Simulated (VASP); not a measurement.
Wanted: the native input for a VASP 6.6.1 run.

```yaml
Task: relaxation of cell and atoms
Functional: PBE
Dispersion: D3(BJ)
Potentials_or_basis: VASP PAW PBE potentials, release 64 (Zr_sv, B)
Cutoff: 600 eV
k_mesh: 10 × 10 × 8
Occupations: fermi-dirac, width 0.05 eV
Spin: no spin polarisation
Dipole_correction: no
Further_INCAR_settings: ALGO = Normal; EDIFF = 1e-06; IBRION = 2; EDIFFG = -0.01; NSW = 60; ISIF = 3
```

The structure of ZrB2 lies in POSCAR:

```
ZrB2
1.0
    3.1700000000      0.0000000000      0.0000000000
   -1.5850000000      2.7453005300      0.0000000000
    0.0000000000      0.0000000000      3.5330000000
Zr B
1 2
Direct
    0.0000000000      0.0000000000      0.0000000000
    0.6666666667      0.3333333333      0.5000000000
    0.3333333333      0.6666666667      0.5000000000
```

These files were run (other wordings do the same):

INCAR

```
SYSTEM = ZrB2
ALGO = Normal
EDIFF = 1E-6
EDIFFG = -0.01
ENCUT = 600
GGA = PE
IBRION = 2
ISIF = 3
ISMEAR = -1
IVDW = 12
LASPH = .True.
LCHARG = .False.
LREAL = .False.
LWAVE = .False.
NELM = 60
NSW = 60
PREC = Accurate
SIGMA = 0.05
```

KPOINTS

```
k-points
0
Gamma
  10 10 8
  0 0 0
```

Potentials or basis: VASP PAW PBE potentials, release 64 (Zr_sv, B).

Command:

```console
$ cat potpaw_PBE.64/Zr_sv/POTCAR potpaw_PBE.64/B/POTCAR > POTCAR
$ mpirun -np 1 vasp_std > vasp.out
```

It gave:

| Quantity | Value |
| --- | --- |
| Relaxed volume | 10.02 Å³/atom |
| Relaxed cell | a = 3.144 Å, b = 3.144 Å, c = 3.514 Å, α = 90.00°, β = 90.00°, γ = 120.00° |
| Space group after relaxing (to 0.05 Å) | P6/mmm (No. 191) |
| Energy gained by relaxing | 3.8 meV/atom |
| Ionic steps | 5 |
| Pressure after relaxing | 0.1 GPa |
| Band gap on the k mesh | zero (band 9 reaches 11.39 eV, above the bottom of band 10 at 10.53 eV) |
| Dispersion energy per atom | -0.399 eV |

Caveat: pairwise dispersion overbinds metals, which lowers pressure and volume.

Wall time 57 s on 1 thread of Intel(R) Xeon(R) Platinum 8488C (Sapphire Rapids), on a shared host, peak memory 0.19 GiB.
